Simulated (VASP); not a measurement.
Input of a VASP 6.6.1 run:

Contents of POSCAR:

```
TiTe
1.0
    1.9459190000      3.3704290000      0.0000000000
   -1.9459190000      3.3704290000      0.0000000000
    0.0000000000      0.0000000000      6.4863960000
Ti Te
2 2
Direct
    0.0000000000      0.0000000000      0.0000000000
    0.0000000000      0.0000000000      0.5000000000
    0.3333300000      0.3333400000      0.2500000000
    0.6666600000      0.6666700000      0.7500000000
```

INCAR.step1

```
SYSTEM = TiTe
PREC     = Accurate       ! precision mode
ENCUT    = 550            ! plane-wave cutoff, eV
ISMEAR   = -1             ! smearing method
SIGMA    = 0.1            ! smearing width, eV
LREAL    = .False.        ! projectors in reciprocal space
LASPH    = .True.         ! aspherical terms in the spheres
NELM     = 120            ! most SCF steps
NBANDS   = 26             ! bands
GGA      = PE             ! functional
ALGO     = Normal         ! electronic algorithm
EDIFF    = 1E-5           ! SCF threshold, eV
LWAVE    = .True.         ! write WAVECAR
LCHARG   = .False.        ! write CHGCAR
GGA_COMPAT= .False.
```

INCAR.step2

```
SYSTEM = TiTe
PREC     = Accurate       ! precision mode
ENCUT    = 550            ! plane-wave cutoff, eV
EDIFF    = 1E-6           ! SCF threshold, eV
ISMEAR   = -1             ! smearing method
SIGMA    = 0.1            ! smearing width, eV
LREAL    = .False.        ! projectors in reciprocal space
LASPH    = .True.         ! aspherical terms in the spheres
NELM     = 120            ! most SCF steps
ALGO     = Normal         ! electronic algorithm
ISIF     = 2              ! what is computed and relaxed
LWAVE    = .False.        ! write WAVECAR
LCHARG   = .False.        ! write CHGCAR
METAGGA  = R2SCAN         ! meta-GGA
LMIXTAU  = .True.       
NBANDS   = 26             ! bands
ISTART   = 1            
GGA_COMPAT= .False.
```

Contents of KPOINTS:

```
regular mesh
0
Gamma
  10 10 5
  0 0 0
```

Potentials or basis: VASP PAW PBE potentials, release 64 (Ti_sv, Te).

Launch:

```bash
$ cat potpaw_PBE.64/Ti_sv/POTCAR potpaw_PBE.64/Te/POTCAR > POTCAR
$ cp INCAR.step1 INCAR
$ mpirun -np 1 vasp_std > vasp.out
$ cp INCAR.step2 INCAR
$ mpirun -np 1 vasp_std > vasp.out
```

Question: Predict the band gap on the k mesh.

Answer: Zero (bands 18 and 19 overlap by 0.91 eV).

Question: What does it give for the pressure?

Answer: 3.8 GPa.

Stress tensor (GPa, compression positive):
```
2.56 0.00 0.00
0.00 2.56 0.00
0.00 0.00 6.25
```

Caveat: the cell stands under pressure; the PAW data sets were made with another functional, which shifts forces and pressure a little; spin-orbit coupling is left out, which moves the levels of the heavy elements.
